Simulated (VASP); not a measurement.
# Be in VASP: further runs

The runs below take Be through electric field gradients, with PBE.

Everything below comes from runs of VASP 6.6.1. Logs are shortened: lines on timing, memory, paths and dates and some standing lists are left out, and cuts for length are marked.

### Step 1. The cell of the first run

Symmetry: I4/mmm, No. 139, tetragonal system. Conventional cell: a = 2.506 Å, b = 2.506 Å, c = 2.456 Å, α = 90.00°, β = 90.00°, γ = 90.00°. Within 2.9 Å of Be (site symmetry 4/mmm) lie 14 Be at 2.16 to 2.51 Å.

### Step 2. Electric field gradients, PBE (zz strain of -2 %)

INCAR reads:

```
SYSTEM = Be
PREC     = Accurate       ! precision mode
ENCUT    = 520            ! plane-wave cutoff, eV
EDIFF    = 1E-8           ! SCF threshold, eV
ISMEAR   = -1             ! smearing method
SIGMA    = 0.03           ! smearing width, eV
LREAL    = .FALSE.        ! projectors in reciprocal space
LASPH    = .TRUE.         ! aspherical terms in the spheres
NELM     = 60             ! most SCF steps
ALGO     = Normal         ! electronic algorithm
ISIF     = 2              ! what is computed and relaxed
LWAVE    = .FALSE.        ! write WAVECAR
LCHARG   = .FALSE.        ! write CHGCAR
GGA      = PE             ! functional
LEFG     = .TRUE.       
NBANDS   = 7              ! bands
```

KPOINTS reads:

```
Automatic mesh
0
G
  23 23 23
  0 0 0
```

POSCAR reads:

```
Be
1.0
   -1.2531209513      1.2531209513      1.2280585323
    1.2531209513     -1.2531209513      1.2280585323
    1.2531209513      1.2531209513     -1.2280585323
Be
1
Direct
    0.0000000000      0.0000000000      0.0000000000
```

Potentials or basis: VASP PAW PBE potentials, release 64 (Be).

Launch:

```sh
$ cat potpaw_PBE.64/Be/POTCAR > POTCAR
$ mpirun -np 1 vasp_std > vasp.out
```

OUTCAR:

```text
SYSTEM = Be
   PREC = Accurate
   ENCUT = 520
   EDIFF = 1E-8
   ISMEAR = -1
   LREAL = .FALSE.
   LASPH = .TRUE.
   NELM = 60
   ISIF = 2
   GGA = PE

 ion  position               nearest neighbor table
   1  0.000  0.000  0.000-

  LATTYP: Found a body centered tetragonal cell.
 ALAT       =     2.5062419026
 C/A-ratio  =     0.9800000000

  Lattice vectors:

 A1 = (  -1.2531209513,   1.2531209513,   1.2280585323)
 A2 = (   1.2531209513,  -1.2531209513,   1.2280585323)
 A3 = (   1.2531209513,   1.2531209513,  -1.2280585323)

Analysis of symmetry for initial positions (statically):
=====================================================================
 Subroutine PRICEL returns:
 Original cell was already a primitive cell.

 Routine SETGRP: Setting up the symmetry group for a
 body centered tetragonal supercell.

 Subroutine GETGRP returns: Found 16 space group operations
 (whereof 16 operations were pure point group operations)
 out of a pool of 16 trial point group operations.

The static configuration has the point symmetry D_4h.

Analysis of symmetry for dynamics (positions and initial velocities):
=====================================================================
 Subroutine PRICEL returns:
 Original cell was already a primitive cell.

 Routine SETGRP: Setting up the symmetry group for a
 body centered tetragonal supercell.

 Subroutine GETGRP returns: Found 16 space group operations
 (whereof 16 operations were pure point group operations)
 out of a pool of 16 trial point group operations.

The dynamic configuration has the point symmetry D_4h.

 Subroutine INISYM returns: Found 16 space group operations
 (whereof 16 operations are pure point group operations),
 and found     1 'primitive' translations

----------------------------------------------------------------------------------------

                                     Primitive cell

  volume of cell :       7.7137

  direct lattice vectors                    reciprocal lattice vectors
    -1.253120951  1.253120951  1.228058532     0.000000000  0.399003783  0.407146717
     1.253120951 -1.253120951  1.228058532     0.399003783  0.000000000  0.407146717
     1.253120951  1.253120951 -1.228058532     0.399003783  0.399003783  0.000000000

  length of vectors
     2.156096472  2.156096472  2.156096472     0.570063565  0.570063565  0.564276561

  position of ions in fractional coordinates (direct lattice)
     0.000000000  0.000000000  0.000000000

  ion indices of the primitive-cell ions
   primitive index   ion index
                 1           1

----------------------------------------------------------------------------------------

 KPOINTS: Automatic mesh

Automatic generation of k-mesh.
 Grid dimensions read from file:
 generate k-points for:   23   23   23

 Generating k-lattice:

  Cartesian coordinates                     Fractional coordinates (reciprocal lattice)
     0.000000000  0.017347991  0.017702031     0.043478261  0.000000000 -0.000000000
     0.017347991  0.000000000  0.017702031     0.000000000  0.043478261 -0.000000000
     0.017347991  0.017347991  0.000000000     0.000000000  0.000000000  0.043478261

  Length of vectors
     0.024785372  0.024785372  0.024533764

  Shift w.r.t. Gamma in fractional coordinates (k-lattice)
     0.000000000  0.000000000  0.000000000

 Subroutine IBZKPT returns following result:
 ===========================================

 Found    936 irreducible k-points:

 Following reciprocal coordinates:
            Coordinates               Weight
  0.000000  0.000000  0.000000      1.000000
  0.043478  0.000000 -0.000000      8.000000
  0.086957  0.000000 -0.000000      8.000000
  0.130435  0.000000 -0.000000      8.000000
  0.173913  0.000000 -0.000000      8.000000
  0.217391  0.000000 -0.000000      8.000000
[... 16 lines left out ...]
  0.478261  0.043478  0.000000     16.000000
 -0.478261  0.043478  0.000000     16.000000
 [... further k-points ...]
   k-points           NKPTS =    936   k-points in BZ     NKDIM =    936   number of bands    NBANDS=      7
   number of dos      NEDOS =    301   number of ions     NIONS =      1
   total plane-waves  NPLWV =   4096
   dimension x,y,z NGX =    16 NGY =   16 NGZ =   16
   dimension x,y,z NGXF=    32 NGYF=   32 NGZF=   32
   ions per type =               1
   NGX,Y,Z   is equivalent  to a cutoff of  12.34, 12.34, 12.34 a.u.
   NGXF,Y,Z  is equivalent  to a cutoff of  24.67, 24.67, 24.67 a.u.
 SYSTEM =  Be
   PREC   = accura    normal or accurate (medium, high low for compatibility)
   ISTART =      0    job   : 0-new  1-cont  2-samecut
   ICHARG =      2    charge: 1-file 2-atom 10-const
   ISPIN  =      1    spin polarized calculation?
   LNONCOLLINEAR =      F non collinear calculations
   LSORBIT =      F    spin-orbit coupling
   LASPH  =      T    aspherical Exc in radial PAW
   ENCUT  =  520.0 eV  38.22 Ry    6.18 a.u.   4.01  4.01  4.01*2*pi/ulx,y,z
   NELM   =     60;   NELMIN=  2; NELMDL= -5     # of ELM steps
   EDIFF  = 0.1E-07   stopping-criterion for ELM
   LREAL  =      F    real-space projection
   EDIFFG = 0.1E-06   stopping-criterion for IOM
   NSW    =      0    number of steps for IOM
   IBRION =     -1    ionic relax: 0-MD 1-quasi-New 2-CG
   NFREE  =      0    steps in history (QN), initial steepest desc. (CG)
   ISIF   =      2    stress and relaxation
   ISYM   =      2    0-nonsym 1-usesym 2-fastsym
   POTIM  = 0.5000    time-step for ionic-motion
   TEBEG  =    0.0;   TEEND  =   0.0 temperature during run
   PSTRESS=    0.0 pullay stress
   NELECT =       2.0000    total number of electrons
   NUPDOWN=      -1.0000    fix difference up-down
   EMIN   =  10.00;   EMAX   =-10.00  energy-range for DOS
   EFERMI =   0.00;   METHOD = LEGACY
   ISMEAR =    -1;   SIGMA  =   0.03  broadening in eV -4-tet -1-fermi 0-gaus
   EFERMI_NEDOS =   21; number of points for ismear=-14 and -15
   IALGO  =     38    algorithm
   IMIX   =      4    mixing-type and parameters
     AMIX     =   0.40;   BMIX     =  1.00
     AMIX_MAG =   1.60;   BMIX_MAG =  1.00
  volume/ion in A,a.u.               =       7.71        52.05
  Fermi-wavevector in a.u.,A,eV,Ry     =   1.043910  1.972704 14.826929  1.089749
  Thomas-Fermi vector in A             =   2.178640
   LORBIT       =      0    0 simple, 1 ext, 2 COOP (PROOUT), +10 PAW based schemes
   GGA     = PE    functional components
   LHFCALC =     F    Hartree Fock is set to
   AEXX    =    0.0000 exact exchange contribution
   IVDW    =     0    specifies the selected vdW correction
   LEPSILON=     F    determine dielectric tensor
   LRPA    =     F    only Hartree local field effects (RPA)
 non-spin polarized calculation
  energy-cutoff  :      520.00
  volume of cell :        7.71
 maximum number of plane-waves:       228
   NGX =  7   NGY =  7   NGZ =  7

 number of electron       2.0000000 magnetization

 Free energy of the ion-electron system (eV)
  ---------------------------------------------------
  ext. energy  EPLUGINS =         0.00000000
  ---------------------------------------------------
  free energy    TOTEN  =        -3.66519976 eV

  energy without entropy =       -3.66469599  energy(sigma->0) =       -3.66494788

 E-fermi :   8.0891     XC(G=0): -10.6934

 val. band max:        8.0630080515   @ k =  -0.3913   0.4783   0.3478
 cond. band min:       8.1049050108   @ k =   0.3043   0.2609   0.0870
 fundamental gap:      0.0418969593
 Fermi energy:         8.0890854125

 k-point     1 :       0.0000    0.0000    0.0000
  band No.  band energies     occupation
      1      -4.2593      2.00000
      2      27.6957      0.00000
      3      27.6957      0.00000
      4      27.8850      0.00000
      5      38.5940      0.00000
      6      39.5137      0.00000
      7      39.5137      0.00000

 k-point     2 :       0.0435    0.0000   -0.0000
  band No.  band energies     occupation
      1      -4.1919      2.00000
      2      27.4094      0.00000
      3      27.4513      0.00000
      4      27.7293      0.00000
      5      38.0538      0.00000
      6      38.4020      0.00000
      7      39.5830      0.00000

 k-point     3 :       0.0870    0.0000   -0.0000
  band No.  band energies     occupation
      1      -3.9899      2.00000
      2      26.5090      0.00000
      3      26.6698      0.00000
      4      27.4388      0.00000
      5      36.3916      0.00000
      6      36.5611      0.00000
      7      40.0088      0.00000
[... 191 lines left out ...]
 k-point    23 :       0.4783    0.0435    0.0000
  band No.  band energies     occupation
      1       2.9245      2.00000
      2       8.6314      0.00000
      3      20.1801      0.00000
      4      22.9851      0.00000
      5      29.2901      0.00000
      6      34.6853      0.00000
      7      44.9837      0.00000

 k-point    24 :      -0.4783    0.0435    0.0000
  band No.  band energies     occupation
      1       2.5109      2.00000
      2       9.2077      0.00000
      3      20.2499      0.00000
      4      23.0590      0.00000
      5      29.3843      0.00000
      6      34.6345      0.00000
      7      44.7331      0.00000

 [... further k-points ...]
[... 5 lines left out ...]
  --------------------------------------------------------------------------------------
  -------------------------------------------------------------------------------------
  Total        0.0860458      0.0860458      0.0983976      0.0000000      0.0000000      0.0000000
  in kB       17.8720933     17.8720933     20.4376090      0.0000000      0.0000000      0.0000000
  external PRESSURE =      18.7272652 kB  Pullay stress =       0.0000000 kB

 VOLUME and BASIS-vectors are now :
 -----------------------------------------------------------------------------
  energy-cutoff  :      520.00
  volume of cell :        7.71
      direct lattice vectors                 reciprocal lattice vectors
    -1.253120951  1.253120951  1.228058532     0.000000000  0.399003783  0.407146717
     1.253120951 -1.253120951  1.228058532     0.399003783  0.000000000  0.407146717
     1.253120951  1.253120951 -1.228058532     0.399003783  0.399003783  0.000000000

 POSITION                                       TOTAL-FORCE (eV/Angst)
 -----------------------------------------------------------------------------------
      0.00000      0.00000      0.00000        -0.000000     -0.000000      0.000000
 -----------------------------------------------------------------------------------
    total drift:                               -0.000000      0.000000      0.000000

  FREE ENERGIE OF THE ION-ELECTRON SYSTEM (eV)
  ---------------------------------------------------
  free  energy   TOTEN  =        -3.6651997630 eV

  energy  without entropy=       -3.6646959874  energy(sigma->0) =       -3.66494788

 Electric field gradients (V/A^2)
---------------------------------------------------------------------
 ion       V_xx      V_yy      V_zz      V_xy      V_xz      V_yz
---------------------------------------------------------------------
   1       0.093     0.093    -0.187     0.000     0.000     0.000
---------------------------------------------------------------------

 Electric field gradients after diagonalization (V/A^2)
 (convention: |V_zz| > |V_xx| > |V_yy|)
----------------------------------------------------------------------
 ion       V_xx      V_yy      V_zz     asymmetry (V_yy - V_xx)/ V_zz
----------------------------------------------------------------------
   1       0.093     0.093    -0.187       0.000
----------------------------------------------------------------------

           NMR quadrupolar parameters

 Cq : quadrupolar parameter    Cq=e*Q*V_zz/h
 eta: asymmetry parameters     (V_yy - V_xx)/ V_zz
 Q  : nuclear electric quadrupole moment in mb (millibarn)
----------------------------------------------------------------------
 ion       Cq(MHz)       eta       Q (mb)
----------------------------------------------------------------------
   1      -0.000       0.000       1.000
----------------------------------------------------------------------
```

It took 37 s on 1 thread of AMD EPYC 7R43 (Zen 3), shared host; peak memory 0.11 GiB.

What came out:

```
Free energy            : -3.6652 eV
Pressure               : 1.9 GPa
Band gap on the k mesh : zero (band 1 reaches 11.91 eV, above the bottom of band 2 at 6.83 eV)
```

Caveat: the cell differs from its parent crystal (zz strain of -2 %); without QUAD_EFG the Cq values of the log hold for a quadrupole moment of 1 mb, not for the nuclei.

### Step 3. Electric field gradients, PBE (volume scaled by 1.01)

INCAR reads:

```
PREC = Accurate ; ENCUT = 520
EDIFF = 1E-8 ; ISMEAR = -1
SIGMA = 0.03 ; LREAL = F
LASPH = T ; NELM = 80
ALGO = Normal ; ISIF = 2
LWAVE = F ; LCHARG = F
GGA = PE ; LEFG = T
NBANDS = 7
```

KPOINTS reads:

```
Automatic mesh
0
Gamma
  23 23 23
```

POSCAR reads:

```
Be
1.0
   -1.2572841744      1.2572841744      1.2572841744
    1.2572841744     -1.2572841744      1.2572841744
    1.2572841744      1.2572841744     -1.2572841744
Be
1
Direct
    0.0000000000      0.0000000000      0.0000000000
```

Potentials or basis: VASP PAW PBE potentials, release 64 (Be).

Launch:

```sh
$ cat potpaw_PBE.64/Be/POTCAR > POTCAR
$ mpirun -np 1 vasp_std > vasp.out
```

OUTCAR:

```text
PREC = Accurate
   ENCUT = 520
   EDIFF = 1E-8
   ISMEAR = -1
   LREAL = F
   LASPH = T
   NELM = 80
   ISIF = 2
   GGA = PE

 ion  position               nearest neighbor table
   1  0.000  0.000  0.000-

  LATTYP: Found a body centered cubic cell.
 ALAT       =     2.5145683488

  Lattice vectors:

 A1 = (  -1.2572841744,   1.2572841744,   1.2572841744)
 A2 = (   1.2572841744,  -1.2572841744,   1.2572841744)
[... 445 lines left out ...]
    total drift:                                0.000000     -0.000000      0.000000

  FREE ENERGIE OF THE ION-ELECTRON SYSTEM (eV)
  ---------------------------------------------------
  free  energy   TOTEN  =        -3.6649539188 eV

  energy  without entropy=       -3.6643698425  energy(sigma->0) =       -3.66466188

 Electric field gradients (V/A^2)
---------------------------------------------------------------------
 ion       V_xx      V_yy      V_zz      V_xy      V_xz      V_yz
---------------------------------------------------------------------
   1      -0.000    -0.000    -0.000     0.000     0.000     0.000
---------------------------------------------------------------------

 Electric field gradients after diagonalization (V/A^2)
 (convention: |V_zz| > |V_xx| > |V_yy|)
----------------------------------------------------------------------
 ion       V_xx      V_yy      V_zz     asymmetry (V_yy - V_xx)/ V_zz
----------------------------------------------------------------------
   1      -0.000    -0.000     0.000       0.000
----------------------------------------------------------------------

           NMR quadrupolar parameters

 Cq : quadrupolar parameter    Cq=e*Q*V_zz/h
 eta: asymmetry parameters     (V_yy - V_xx)/ V_zz
 Q  : nuclear electric quadrupole moment in mb (millibarn)
----------------------------------------------------------------------
 ion       Cq(MHz)       eta       Q (mb)
----------------------------------------------------------------------
   1       0.000       0.000       1.000
----------------------------------------------------------------------
```

Run time: 18 s. Hardware: 1 thread of AMD EPYC 7R43 (Zen 3), shared host; peak memory 0.08 GiB.

Results:

| Quantity | Value |
| --- | --- |
| Free energy | -3.6650 eV |
| Pressure | -1.9 GPa |
| Band gap on the k mesh | zero (band 1 reaches 11.35 eV, above the bottom of band 2 at 6.54 eV) |

Caveat: without QUAD_EFG the Cq values of the log hold for a quadrupole moment of 1 mb, not for the nuclei.

(Part 1 of 2 ends here.)
